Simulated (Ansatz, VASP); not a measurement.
Two plane-wave programs on KCl

```
K Cl
1.0
     0.00000    3.50728    3.50728
     3.50728    0.00000    3.50728
     3.50728    3.50728    0.00000
K Cl
1 1
Direct
  0.00000 0.00000 0.00000
  0.25000 0.25000 0.25000
```

Alike in both runs: task single point; functional HF; k mesh 4 × 4 × 4; no spin polarisation.

|  | VASP | Ansatz |
| --- | --- | --- |
| version | VASP 6.6.1 | Ansatz 0.2.0 |
| potentials or method | VASP PAW PBE potentials, release 64 (K_sv, Cl) | plane waves, PAW |
| plane-wave cutoff (eV) | 520 | 420 |
| occupations | gaussian, width 0.01 eV | fixed |
| valence electrons in the cell | 16 | 16 |

```csv
,VASP,Ansatz,Ansatz less VASP
gap on the k mesh at the Fermi level (eV),12.36,12.35,-0.016
pressure (GPa),1.2,1.2,+0.09
```

VASP's potentials were made for PBE, not for HF. Ansatz's warnings: stress exchange threshold loose, stress scf threshold loose.
